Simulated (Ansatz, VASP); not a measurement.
**One calculation of P, two programs**

```xyz
1
Lattice="4.4011 0.0000 0.0000 0.0000 4.4011 0.0000 0.0000 0.0000 4.4437" Properties=species:S:1:pos:R:3 pbc="T T T"
P     0.0000    0.0000    0.0000
```

Change from the starting cell: strain +0.030 along x and y, +0.015 along z, atoms carried along.

Alike in both runs: task single point; functional PBEsol; dispersion D3(BJ); k mesh 12 × 12 × 12; occupations gaussian, width 0.15 eV; no spin polarisation.

|  | VASP | Ansatz |
| --- | --- | --- |
| version | VASP 6.6.1 | Ansatz 0.2.0 |
| potentials or method | VASP PAW PBE potentials, release 64 (P), cutoff 520 eV | scalar-relativistic, plane waves, PAW |
| valence electrons in the cell | 5 | 5 |

```csv
,VASP,Ansatz,Ansatz less VASP
gap on the k mesh at the Fermi level (eV),none,none,-
pressure (GPa),-3.4,-3.4,+0.01
"traceless stress, the component that is largest in VASP (GPa)",0.10,0.10,0.000
```

VASP's potentials were made for PBE, not for PBEsol. A gap of «none» marks a metal or a gap that the smearing closes.
